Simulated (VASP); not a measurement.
# SnO: single point with r2SCAN

SnO:

```
CELL_PARAMETERS angstrom
3.80762 0.00000 0.00000
0.00000 3.80762 0.00000
0.00000 0.00000 4.93601
ATOMIC_POSITIONS crystal
Sn 0.50000 0.00000 0.73250
Sn 0.00000 0.50000 0.26750
O 0.50000 0.50000 0.50000
O 0.00000 0.00000 0.50000
```

* Program: VASP 6.6.1
* Task: single point
* Functional: r2SCAN
* Potentials or basis: VASP PAW PBE potentials, release 64 (Sn_d, O)
* Cutoff: 520 eV
* k mesh: 10 × 10 × 8
* Occupations: gaussian, width 0.02 eV
* Spin: no spin polarisation

* Pressure: 0.6 GPa
* Largest force: 0.135 eV/Å
* Band gap on the k mesh: 0.37 eV (least direct gap 2.33 eV)

Forces in eV/Å, atoms in the order of the input:
```
Sn   0.000  0.000  0.135
Sn   0.000  0.000 -0.135
O    0.000  0.000  0.000
O    0.000  0.000  0.000
```

Stress tensor (GPa, compression positive):
```
0.58 0.00 0.00
0.00 0.58 0.00
0.00 0.00 0.49
```

Levels at points of the mesh, in eV from the valence-band top:
```
           k point  band 18  band 19  band 20  band 21  band 22  band 23
(0.00, 0.00, 0.00)    -3.56    -3.56     0.00     2.34     4.38     5.02
(0.50, 0.00, 0.00)    -5.25    -2.87    -2.87     3.37     3.37     6.22
(0.50, 0.50, 0.00)    -2.89    -2.07    -2.07     0.37     0.37     4.75
(0.00, 0.00, 0.50)    -3.58    -3.23    -2.51     1.98     3.30     3.30
(0.50, 0.00, 0.50)    -5.22    -1.97    -1.97     2.71     2.71     5.81
(0.50, 0.50, 0.50)    -2.89    -2.77    -2.77     2.57     2.57     4.21
```

Wall time 17 min on 1 thread of Intel Xeon 8259CL, on a shared host, peak memory 0.3 GiB.

Caveat: semilocal functionals underestimate gaps, and a narrow one can read as zero; the PAW data sets were made with another functional, which shifts forces and pressure a little; spin-orbit coupling is left out, which moves the levels of the heavy elements. A k mesh can miss the band edges.
